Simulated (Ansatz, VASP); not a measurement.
# Two plane-wave programs on SiC5

The input INCAR:

```
SYSTEM = SiC5
PREC = Accurate
ENCUT = 600
EDIFF = 1E-6
ISMEAR = 0
SIGMA = 0.1
LREAL = .False.
LASPH = .True.
NELM = 100
ALGO = Normal
ISIF = 3
LWAVE = .False.
LCHARG = .False.
GGA = PE
IBRION = 2
NSW = 100
EDIFFG = -0.01
```

KPOINTS

```
regular mesh
0
Gamma
  18 18 6
  0 0 0
```

Contents of POSCAR:

```
SiC5
1.0
    2.5184663559      0.0000000000      0.0000000000
   -1.2592331780      2.1810558428      0.0000000000
    0.0000000000      0.0000000000      7.9960346820
Si C
1 5
Direct
    0.3333333333      0.6666666667      0.0000000000
    0.3333333333      0.6666666667      0.2496020085
    0.3333333333      0.6666666667      0.7503979915
    0.6666666667      0.3333333333      0.3138762358
    0.6666666667      0.3333333333      0.5000000000
    0.6666666667      0.3333333333      0.6861237642
```

Input for Ansatz:

```yaml
crystal:
  lattice:
    - [2.5184663559, 0.0, 0.0]
    - [-1.259233178, 2.1810558428, 0.0]
    - [0.0, 0.0, 7.996034682]
  atoms:
    - { symbol: Si, position: [0.3333333333, 0.6666666667, 0.0] }
    - { symbol: C, position: [0.3333333333, 0.6666666667, 0.2496020085] }
    - { symbol: C, position: [0.3333333333, 0.6666666667, 0.7503979915] }
    - { symbol: C, position: [0.6666666667, 0.3333333333, 0.3138762358] }
    - { symbol: C, position: [0.6666666667, 0.3333333333, 0.5] }
    - { symbol: C, position: [0.6666666667, 0.3333333333, 0.6861237642] }
basis:
  ecutwfc: 420
kpoints:
  mp_grid: { grid: [18, 18, 6] }
hamiltonian:
  xc: pbe
scf:
  occupations: { method: gaussian, width: 0.1 }
output:
  forces: true
  stress: true
  eigenvalues: true
relax:
  adjacent_minimum: "off"
  f_tol: 0.01
  max_steps: 80
  cell: { stress_tol: 0.05 }
```

Alike in both runs: task relaxation of cell and atoms; functional PBE; k mesh 18 × 18 × 6; occupations gaussian, width 0.1 eV; no spin polarisation.

|  | VASP | Ansatz |
| --- | --- | --- |
| version | VASP 6.6.1 | Ansatz 0.2.0 |
| potentials or method | VASP PAW PBE potentials, release 64 (Si, C), cutoff 600 eV | scalar-relativistic, plane waves, PAW |
| valence electrons in the cell | 24 | 24 |

```csv
,VASP,Ansatz,Ansatz less VASP
"gap on the k mesh at the Fermi level, each at its own relaxed structure (eV)",none,none,-
relaxed volume (Å³/atom),7.32,7.32,+0.004
relaxed length of the cell vector where the two differ most in proportion (Å),7.999,8.001,+0.0022
```

A gap of «none» marks a metal or a gap that the smearing closes.
